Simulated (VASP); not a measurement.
Input of a VASP 6.6.1 run:

The input INCAR:

```
SYSTEM = EuS
ALGO = Normal
EDIFF = 1E-7
EDIFFG = -0.01
ENCUT = 600
GGA = CA
GGA_COMPAT = .FALSE.
IBRION = 2
ISIF = 3
ISMEAR = -1
ISPIN = 2
LASPH = .TRUE.
LCHARG = .FALSE.
LMAXMIX = 6
LORBIT = 11
LREAL = .FALSE.
LWAVE = .FALSE.
MAGMOM = 7 0
NELM = 200
NELMIN = 4
NSW = 60
PREC = Accurate
SIGMA = 0.05
```

Contents of KPOINTS:

```
k-points
0
G
  8 8 8
  0 0 0
```

Contents of POSCAR:

```
EuS
1.0
    0.0000000000      2.9785000000      2.9785000000
    2.9785000000      0.0000000000      2.9785000000
    2.9785000000      2.9785000000      0.0000000000
Eu S
1 1
Direct
    0.0000000000      0.0000000000      0.0000000000
    0.5000000000      0.5000000000      0.5000000000
```

Potentials or basis: VASP PAW PBE potentials, release 64 (Eu, S).

The run is started by

```sh
$ cat potpaw_PBE.64/Eu/POTCAR potpaw_PBE.64/S/POTCAR > POTCAR
$ mpirun -np 1 vasp_std > vasp.out
```

(1) What does it give for the relaxed cell?

(2) Predict the relaxed volume.

(3) Predict the space group after relaxing (to 0.1 Å).

(4) Predict the site moments.

## Answers

(1) a = 3.998 Å, b = 3.998 Å, c = 3.998 Å, α = 60.00°, β = 60.00°, γ = 60.00°.

(2) 22.59 Å³/atom.

(3) Fm-3m (No. 225).

(4) Eu -6.52; S +0.06 μB.

Caveat: the PAW data sets were made with another functional, which shifts forces and pressure a little; a cell with one magnetic atom can't hold antiferromagnetic order, which such compounds often take; semilocal functionals describe open f shells poorly, which spoils levels, moments and volumes.
